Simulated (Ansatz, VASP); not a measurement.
# One calculation of SiC, two programs

```
Si C
1.0
     3.16988    0.00000    0.00000
    -1.58494    2.74520    0.00000
     0.00000    0.00000   10.02634
Si C
4 4
Direct
  0.00000 0.00000 0.99913
  0.33333 0.66667 0.24925
  0.00000 0.00000 0.49913
  0.66667 0.33333 0.74925
  0.00000 0.00000 0.18789
  0.33333 0.66667 0.43873
  0.00000 0.00000 0.68789
  0.66667 0.33333 0.93873
```

Change from the starting cell: epitaxial_xy strain +3.0%.

Alike in both runs: task single point; functional HSE06; k mesh 6 × 6 × 2; no spin polarisation.

|  | VASP | Ansatz |
| --- | --- | --- |
| version | VASP 6.6.1 | Ansatz 0.2.0 |
| potentials or method | VASP PAW PBE potentials, release 64 (Si, C) | plane waves, PAW |
| plane-wave cutoff (eV) | 520 | 420 |
| occupations | gaussian, width 0.01 eV | fixed |
| valence electrons in the cell | 32 | 32 |

VASP gave:

| Property | Result |
| --- | --- |
| gap on the k mesh at the Fermi level (eV) | 2.93 |
| pressure (GPa) | -12.5 |
| traceless stress, the component that is largest in VASP (GPa) | 10.79 |
| rms of the force components (eV/Å) | 0.012 |

Question: Which values does Ansatz return?

Answer: gap on the k mesh at the Fermi level (eV): 2.92; pressure (GPa): -12.2; traceless stress, the component that is largest in VASP (GPa): 10.73; rms of the force components (eV/Å): 0.015.

Atom by atom the forces differ by 0.002 eV/Å (rms over components). Ansatz's warnings: stress exchange threshold loose, stress scf threshold loose.
